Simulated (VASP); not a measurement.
Wanted: the native input for a VASP 6.6.1 run.

| Quantity | Value |
| --- | --- |
| Task | single point |
| Functional | SVWN5 |
| Potentials or basis | VASP PAW PBE potentials, release 64 (Pb_d, Te) |
| Cutoff | 520 eV |
| k mesh | 7 × 7 × 7 |
| Occupations | fermi-dirac, width 0.05 eV |
| Spin | no spin polarisation |
| Dipole correction | no |
| Further INCAR settings | ALGO = Normal; EDIFF = 1e-07; NBANDS = 17 |

The structure of TePb lies in POSCAR:

```
TePb
1.0
    0.0000000000      3.2310000000      3.2310000000
    3.2310000000      0.0000000000      3.2310000000
    3.2310000000      3.2310000000      0.0000000000
Pb Te
1 1
Direct
    0.0000000000      0.0000000000      0.0000000000
    0.5000000000      0.5000000000      0.5000000000
```

One way to write it, as run:

INCAR

```
PREC = Accurate
ENCUT = 520
EDIFF = 1E-7
ISMEAR = -1
SIGMA = 0.05
LREAL = F
LASPH = T
NELM = 60
ALGO = Normal
ISIF = 2
LWAVE = F
LCHARG = T
GGA = VW
LELF = T
LVHAR = T
NBANDS = 17
```

KPOINTS

```
regular mesh
0
Gamma
  7 7 7
```

Potentials or basis: VASP PAW PBE potentials, release 64 (Pb_d, Te).

The run is started by

```console
$ cat potpaw_PBE.64/Pb_d/POTCAR potpaw_PBE.64/Te/POTCAR > POTCAR
$ mpirun -np 1 vasp_std > vasp.out
```

Results of the run:

```yaml
Pressure: -1.8 GPa
```

Caveat: the PAW data sets were made with another functional, which shifts forces and pressure a little.

Wall time 24 s on 1 thread of AMD EPYC 7R13 Processor (Zen 3), on a shared host, peak memory 0.15 GiB.
